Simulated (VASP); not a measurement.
# CrGe4Mo (Cmmm) in VASP: single point with r2SCAN

Aim: the single point of CrGe4Mo with r2SCAN.

All numbers are computed with VASP 6.6.1; they aren't measurements. Logs are shortened: lines on timing, memory, paths and dates and some standing lists are left out, and cuts for length are marked.

### Step 1. The cell of the first run

It takes space group Cmmm (No. 65, orthorhombic). The conventional cell has a = 4.656 Å, b = 8.186 Å, c = 4.654 Å, α = 90.00°, β = 90.00°, γ = 90.00°. Cr (site symmetry mmm) has 10 Ge at 2.67 to 2.77 Å and 4 Mo at 3.29 Å within 3.5 Å. Ge (site symmetry m2m) has 9 Ge at 2.65 to 3.29 Å and 2 Mo at 2.68 Å and 3 Cr at 2.68 to 2.77 Å within 3.5 Å. Ge (site symmetry m2m) has 9 Ge at 2.62 to 3.29 Å and 2 Cr at 2.67 Å and 3 Mo at 2.67 to 2.78 Å within 3.5 Å. Mo (site symmetry mmm) has 10 Ge at 2.67 to 2.78 Å and 4 Cr at 3.29 Å within 3.5 Å.

### Step 2. Single point, r2SCAN

Input file POSCAR:

```
CrGe4Mo
1.0
    2.3277631000     -4.0928132000      0.0000000000
    2.3277631000      4.0928132000      0.0000000000
    0.0000000000      0.0000000000      4.6537342000
Cr Ge Mo
1 4 1
Direct
    0.0000000000      0.0000000000      0.0000000000
    0.6619040000      0.3380960000      0.0000000000
    0.1599670000      0.8400330000      0.5000000000
    0.3380960000      0.6619040000      0.0000000000
    0.8400330000      0.1599670000      0.5000000000
    0.5000000000      0.5000000000      0.5000000000
```

Input file INCAR.step1:

```
SYSTEM = CrGe4Mo
PREC     = Accurate       ! precision mode
ENCUT    = 520            ! plane-wave cutoff, eV
ISMEAR   = 0              ! smearing method
SIGMA    = 0.1            ! smearing width, eV
LREAL    = .False.        ! projectors in reciprocal space
LASPH    = .True.         ! aspherical terms in the spheres
NELM     = 60             ! most SCF steps
NBANDS   = 50             ! bands
GGA      = PE             ! functional
ALGO     = Normal         ! electronic algorithm
EDIFF    = 1E-4           ! SCF threshold, eV
LWAVE    = .True.         ! write WAVECAR
LCHARG   = .False.        ! write CHGCAR
```

Input file INCAR.step2:

```
SYSTEM = CrGe4Mo
PREC     = Accurate       ! precision mode
ENCUT    = 520            ! plane-wave cutoff, eV
EDIFF    = 1E-6           ! SCF threshold, eV
ISMEAR   = 0              ! smearing method
SIGMA    = 0.1            ! smearing width, eV
LREAL    = .False.        ! projectors in reciprocal space
LASPH    = .True.         ! aspherical terms in the spheres
NELM     = 60             ! most SCF steps
ALGO     = Normal         ! electronic algorithm
ISIF     = 2              ! what is computed and relaxed
LWAVE    = .False.        ! write WAVECAR
LCHARG   = .False.        ! write CHGCAR
METAGGA  = R2SCAN         ! meta-GGA
LMIXTAU  = .True.       
NBANDS   = 50             ! bands
ISTART   = 1
```

Input file KPOINTS:

```
Automatic mesh
0
Gamma
  10 10 8
  0 0 0
```

Potentials or basis: VASP PAW PBE potentials, release 64 (Cr_pv, Ge_d, Mo_sv).

Run with:

```sh
$ cat potpaw_PBE.64/Cr_pv/POTCAR potpaw_PBE.64/Ge_d/POTCAR potpaw_PBE.64/Mo_sv/POTCAR > POTCAR
$ cp INCAR.step1 INCAR
$ mpirun -np 1 vasp_std > vasp.out
$ cp INCAR.step2 INCAR
$ mpirun -np 1 vasp_std > vasp.out
```

OUTCAR:

```text
SYSTEM = CrGe4Mo
   PREC = Accurate
   ENCUT = 520
   EDIFF = 1E-6
   ISMEAR = 0
   LREAL = .False.
   LASPH = .True.
   NELM = 60
   ISIF = 2
   METAGGA = R2SCAN
   ISTART = 1

 ion  position               nearest neighbor table
   1  0.000  0.000  0.000-   3 2.67   5 2.67   3 2.67   5 2.67   2 2.68   4 2.68   2 2.68   4 2.68
                             4 2.77   2 2.77   6 3.29   6 3.29   6 3.29   6 3.29
   2  0.662  0.338  0.000-   4 2.65   6 2.68   6 2.68   1 2.68   1 2.68   4 2.74   4 2.74   5 2.75
                             5 2.75   1 2.77
   3  0.160  0.840  0.500-   5 2.62   1 2.67   1 2.67   6 2.67   6 2.67   4 2.75   4 2.75   5 2.76
                             5 2.76   6 2.78
   4  0.338  0.662  0.000-   2 2.65   6 2.68   6 2.68   1 2.68   1 2.68   2 2.74   2 2.74   3 2.75
                             3 2.75   1 2.77
   5  0.840  0.160  0.500-   3 2.62   1 2.67   1 2.67   6 2.67   6 2.67   2 2.75   2 2.75   3 2.76
                             3 2.76   6 2.78
   6  0.500  0.500  0.500-   3 2.67   5 2.67   3 2.67   5 2.67   2 2.68   4 2.68   2 2.68   4 2.68
                             3 2.78   5 2.78   1 3.29   1 3.29   1 3.29   1 3.29

  LATTYP: Found a base centered orthorhombic cell.
 ALAT       =     4.6555262000
 B/A-ratio  =     1.7582601941
 C/A-ratio  =     0.9996150811

  Lattice vectors:

 A1 = (   2.3277631000,  -4.0928132000,   0.0000000000)
 A2 = (   2.3277631000,   4.0928132000,   0.0000000000)
 A3 = (   0.0000000000,   0.0000000000,   4.6537342000)

Analysis of symmetry for initial positions (statically):
=====================================================================
 Subroutine PRICEL returns:
 Original cell was already a primitive cell.

 Routine SETGRP: Setting up the symmetry group for a
 base centered orthorhombic supercell.

 Subroutine GETGRP returns: Found  8 space group operations
 (whereof  8 operations were pure point group operations)
 out of a pool of  8 trial point group operations.

The static configuration has the point symmetry D_2h.

Analysis of symmetry for dynamics (positions and initial velocities):
=====================================================================
 Subroutine PRICEL returns:
 Original cell was already a primitive cell.

 Routine SETGRP: Setting up the symmetry group for a
 base centered orthorhombic supercell.

 Subroutine GETGRP returns: Found  8 space group operations
 (whereof  8 operations were pure point group operations)
 out of a pool of  8 trial point group operations.

The dynamic configuration has the point symmetry D_2h.

 Subroutine INISYM returns: Found  8 space group operations
 (whereof  8 operations are pure point group operations),
 and found     1 'primitive' translations

----------------------------------------------------------------------------------------

                                     Primitive cell

  volume of cell :      88.6732

  direct lattice vectors                    reciprocal lattice vectors
     2.327763100 -4.092813200  0.000000000     0.214798490 -0.122165360  0.000000000
     2.327763100  4.092813200  0.000000000     0.214798490  0.122165360  0.000000000
     0.000000000  0.000000000  4.653734200     0.000000000  0.000000000  0.214881202

  length of vectors
     4.708460570  4.708460570  4.653734200     0.247108816  0.247108816  0.214881202

  position of ions in fractional coordinates (direct lattice)
     0.000000000  0.000000000  0.000000000
     0.661904000  0.338096000  0.000000000
     0.159967000  0.840033000  0.500000000
     0.338096000  0.661904000  0.000000000
     0.840033000  0.159967000  0.500000000
     0.500000000  0.500000000  0.500000000

  ion indices of the primitive-cell ions
   primitive index   ion index
                 1           1
                 2           2
                 3           3
                 4           4
                 5           5
                 6           6

----------------------------------------------------------------------------------------

 KPOINTS: Automatic mesh

Automatic generation of k-mesh.
 Grid dimensions read from file:
 generate k-points for:   10   10    8

 Generating k-lattice:

  Cartesian coordinates                     Fractional coordinates (reciprocal lattice)
     0.021479849 -0.012216536  0.000000000     0.100000000  0.000000000  0.000000000
     0.021479849  0.012216536  0.000000000     0.000000000  0.100000000  0.000000000
     0.000000000  0.000000000  0.026860150     0.000000000  0.000000000  0.125000000

  Length of vectors
     0.024710882  0.024710882  0.026860150

  Shift w.r.t. Gamma in fractional coordinates (k-lattice)
     0.000000000  0.000000000  0.000000000

 Subroutine IBZKPT returns following result:
 ===========================================

 Found    155 irreducible k-points:

 Following reciprocal coordinates:
            Coordinates               Weight
  0.000000  0.000000  0.000000      1.000000
  0.100000 -0.000000  0.000000      4.000000
  0.200000 -0.000000  0.000000      4.000000
  0.300000  0.000000  0.000000      4.000000
  0.400000 -0.000000  0.000000      4.000000
  0.500000 -0.000000  0.000000      2.000000
[... 16 lines left out ...]
  0.300000  0.300000  0.000000      2.000000
  0.400000  0.300000  0.000000      4.000000
 [... further k-points ...]
   k-points           NKPTS =    155   k-points in BZ     NKDIM =    155   number of bands    NBANDS=     50
   number of dos      NEDOS =    301   number of ions     NIONS =      6
   total plane-waves  NPLWV =  46656
   dimension x,y,z NGX =    36 NGY =   36 NGZ =   36
   dimension x,y,z NGXF=    72 NGYF=   72 NGZF=   72
   ions per type =               1   4   1
   NGX,Y,Z   is equivalent  to a cutoff of  12.71, 12.71, 12.86 a.u.
   NGXF,Y,Z  is equivalent  to a cutoff of  25.42, 25.42, 25.72 a.u.
 SYSTEM =  CrGe4Mo
   PREC   = accura    normal or accurate (medium, high low for compatibility)
   ISTART =      1    job   : 0-new  1-cont  2-samecut
   ICHARG =      0    charge: 1-file 2-atom 10-const
   ISPIN  =      1    spin polarized calculation?
   LNONCOLLINEAR =      F non collinear calculations
   LSORBIT =      F    spin-orbit coupling
   LASPH  =      T    aspherical Exc in radial PAW
   ENCUT  =  520.0 eV  38.22 Ry    6.18 a.u.   8.75  8.75  8.65*2*pi/ulx,y,z
   NELM   =     60;   NELMIN=  2; NELMDL=  0     # of ELM steps
   EDIFF  = 0.1E-05   stopping-criterion for ELM
   LREAL  =      F    real-space projection
   EDIFFG = 0.1E-04   stopping-criterion for IOM
   NSW    =      0    number of steps for IOM
   IBRION =     -1    ionic relax: 0-MD 1-quasi-New 2-CG
   NFREE  =      0    steps in history (QN), initial steepest desc. (CG)
   ISIF   =      2    stress and relaxation
   ISYM   =      2    0-nonsym 1-usesym 2-fastsym
   POTIM  = 0.5000    time-step for ionic-motion
   TEBEG  =    0.0;   TEEND  =   0.0 temperature during run
   PSTRESS=    0.0 pullay stress
   NELECT =      82.0000    total number of electrons
   NUPDOWN=      -1.0000    fix difference up-down
   EMIN   =  10.00;   EMAX   =-10.00  energy-range for DOS
   EFERMI =   0.00;   METHOD = LEGACY
   ISMEAR =     0;   SIGMA  =   0.10  broadening in eV -4-tet -1-fermi 0-gaus
   EFERMI_NEDOS =   21; number of points for ismear=-14 and -15
   IALGO  =     38    algorithm
   IMIX   =      4    mixing-type and parameters
     AMIX     =   0.40;   BMIX     =  1.00
     AMIX_MAG =   1.60;   BMIX_MAG =  1.00
  volume/ion in A,a.u.               =      14.78        99.73
  Fermi-wavevector in a.u.,A,eV,Ry     =   1.594956  3.014030 34.611649  2.543884
  Thomas-Fermi vector in A             =   2.692950
   LORBIT       =      0    0 simple, 1 ext, 2 COOP (PROOUT), +10 PAW based schemes
   METAGGA = R2SCAN    functional components
   LHFCALC =     F    Hartree Fock is set to
   AEXX    =    0.0000 exact exchange contribution
   IVDW    =     0    specifies the selected vdW correction
   LEPSILON=     F    determine dielectric tensor
   LRPA    =     F    only Hartree local field effects (RPA)
 non-spin polarized calculation
 Gauss-broadening in eV      SIGMA  =   0.10
  energy-cutoff  :      520.00
  volume of cell :       88.67
 maximum number of plane-waves:      2421
   NGX = 17   NGY = 17   NGZ = 17

 number of electron      82.0000033 magnetization

 Free energy of the ion-electron system (eV)
  ---------------------------------------------------
  ext. energy  EPLUGINS =         0.00000000
  ---------------------------------------------------
  free energy    TOTEN  =       -96.18338459 eV

  energy without entropy =      -96.18062870  energy(sigma->0) =      -96.18200665

 E-fermi :   9.7803     XC(G=0): -14.0260

 val. band max:        9.7776295533   @ k =   0.5000   0.4000   0.1250
 cond. band min:       9.7837254533   @ k =   0.5000   0.5000   0.2500
 fundamental gap:      0.0060959000
 Fermi energy:         9.7803265070

 k-point     1 :       0.0000    0.0000    0.0000
  band No.  band energies     occupation
      1     -52.9640      2.00000
      2     -34.8354      2.00000
      3     -34.8261      2.00000
      4     -34.7921      2.00000
      5     -26.4202      2.00000
      6     -26.4084      2.00000
[... 42 lines left out ...]
     49      13.5732      0.00000
     50      13.7174      0.00000

 k-point     2 :       0.1000   -0.0000    0.0000
  band No.  band energies     occupation
      1     -52.9639      2.00000
      2     -34.8354      2.00000
      3     -34.8262      2.00000
      4     -34.7921      2.00000
      5     -26.4209      2.00000
      6     -26.4084      2.00000
[... 42 lines left out ...]
     49      13.4337      0.00000
     50      13.9005      0.00000

 k-point     3 :       0.2000   -0.0000    0.0000
  band No.  band energies     occupation
      1     -52.9639      2.00000
      2     -34.8353      2.00000
      3     -34.8263      2.00000
      4     -34.7922      2.00000
      5     -26.4226      2.00000
      6     -26.4084      2.00000
[... 1102 lines left out ...]
     49      13.6139      0.00000
     50      13.8009      0.00000

 k-point    24 :       0.4000    0.3000    0.0000
  band No.  band energies     occupation
      1     -52.9637      2.00000
      2     -34.8353      2.00000
      3     -34.8266      2.00000
      4     -34.7926      2.00000
      5     -26.4249      2.00000
      6     -26.4082      2.00000
[... 42 lines left out ...]
     49      13.5813      0.00000
     50      14.4403      0.00000

 [... further k-points ...]

------------------------ aborting loop because EDIFF is reached ----------------------------------------

  FORCE on cell =-STRESS in cart. coord.  units (eV):
  Direction    XX          YY          ZZ          XY          YZ          ZX
  --------------------------------------------------------------------------------------
  -------------------------------------------------------------------------------------
  Total       -1.9056689     -2.9418706     -1.9306857      0.0000000      0.0000000      0.0000000
  in kB      -34.4322784    -53.1547254    -34.8842899      0.0000000      0.0000000      0.0000000
  external PRESSURE =     -40.8237646 kB  Pullay stress =       0.0000000 kB

 VOLUME and BASIS-vectors are now :
 -----------------------------------------------------------------------------
  energy-cutoff  :      520.00
  volume of cell :       88.67
      direct lattice vectors                 reciprocal lattice vectors
     2.327763100 -4.092813200  0.000000000     0.214798490 -0.122165360  0.000000000
     2.327763100  4.092813200  0.000000000     0.214798490  0.122165360  0.000000000
     0.000000000  0.000000000  4.653734200     0.000000000  0.000000000  0.214881202

 POSITION                                       TOTAL-FORCE (eV/Angst)
 -----------------------------------------------------------------------------------
      0.00000      0.00000      0.00000         0.000000      0.000000      0.000000
      2.32776     -1.32529      0.00000         0.000000      0.116798      0.000000
      2.32776      2.78338      2.32687         0.000000      0.096555      0.000000
      2.32776      1.32529      0.00000         0.000000     -0.116798      0.000000
      2.32776     -2.78338      2.32687         0.000000     -0.096555      0.000000
      2.32776      0.00000      2.32687         0.000000      0.000000      0.000000
 -----------------------------------------------------------------------------------
    total drift:                               -0.000000     -0.000000      0.000000

  FREE ENERGIE OF THE ION-ELECTRON SYSTEM (eV)
  ---------------------------------------------------
  free  energy   TOTEN  =       -96.1833845886 eV

  energy  without entropy=      -96.1806287033  energy(sigma->0) =      -96.18200665
```

Wall time 66 min (1 thread of Oxide Virtual Turin-like, shared host); peak memory 0.62 GiB.

Results:

```
Free energy            : -96.1834 eV
Pressure               : -4.1 GPa
Largest force          : 0.117 eV/Å
Band gap on the k mesh : zero (bands 41 and 42 overlap by 0.47 eV)
```

Forces in eV/Å, atoms in the order of the input:
```
Cr   0.000  0.000  0.000
Ge   0.000  0.117  0.000
Ge   0.000  0.097  0.000
Ge   0.000 -0.117  0.000
Ge   0.000 -0.097  0.000
Mo   0.000  0.000  0.000
```

Levels at points of the mesh, in eV from the Fermi level:
| k point | band 37 | band 38 | band 39 | band 40 | band 41 | band 42 | band 43 | band 44 | band 45 | band 46 |
| --- | --- | --- | --- | --- | --- | --- | --- | --- | --- | --- |
| (0.00, 0.00, 0.00) | -2.03 | -2.01 | -1.82 | -1.58 | 0.13 | 1.47 | 1.50 | 2.25 | 2.78 | 3.13 |
| (0.50, 0.00, 0.00) | -2.24 | -2.19 | -1.88 | -1.34 | -1.13 | 0.81 | 0.94 | 1.67 | 1.70 | 2.06 |
| (0.50, 0.50, 0.00) | -1.64 | -1.17 | -0.48 | -0.47 | -0.41 | -0.33 | 0.15 | 1.46 | 1.62 | 2.63 |
| (0.00, 0.00, 0.50) | -2.49 | -1.97 | -1.92 | -1.49 | -1.39 | 1.14 | 1.87 | 2.02 | 2.16 | 2.57 |
| (0.50, 0.00, 0.50) | -1.94 | -1.66 | -1.52 | -0.20 | -0.19 | 1.31 | 1.48 | 2.43 | 2.52 | 3.82 |
| (0.50, 0.50, 0.50) | -1.69 | -1.18 | -1.09 | -0.62 | -0.48 | 0.42 | 0.71 | 0.79 | 1.55 | 2.32 |

Caveat: the cell stands under tension; the PAW data sets were made with another functional, which shifts forces and pressure a little; the run has no spin polarisation, though such a crystal can be magnetic.
